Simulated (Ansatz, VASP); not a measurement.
# One calculation of SiO2, two programs

```xyz
6
Lattice="3.6047 0.0000 0.0000 0.0000 4.4627 0.0000 0.0000 0.0000 5.0464" Properties=species:S:1:pos:R:3 pbc="T T T"
Si    0.0000    2.2313    2.5232
Si    1.8024    0.0000    2.5232
O     0.4555    1.7037    0.0000
O     3.1493    2.7590    0.0000
O     1.3469    3.9350    0.0000
O     2.2578    0.5277    0.0000
```

Alike in both runs: task single point; functional PBE; k mesh 6 × 4 × 4; occupations gaussian, width 0.1 eV; no spin polarisation.

```csv
,VASP,Ansatz
version,VASP 6.6.1,Ansatz 0.2.0
potentials or method,"VASP PAW PBE potentials, release 64 (Si, O_h), cutoff 910 eV","scalar-relativistic, plane waves, PAW"
valence electrons in the cell,32,32
```

Ansatz gave:

- gap on the k mesh at the Fermi level (eV): none
- rms of the force components (eV/Å): 1.284

Question: Estimate VASP's values.

Answer: gap on the k mesh at the Fermi level (eV): none; rms of the force components (eV/Å): 1.267.

Atom by atom the forces differ by 0.016 eV/Å (rms over components). A gap of «none» marks a metal or a gap that the smearing closes.

Noted on VASP's run: the cutoff is short for stress, so the pressure is rough.
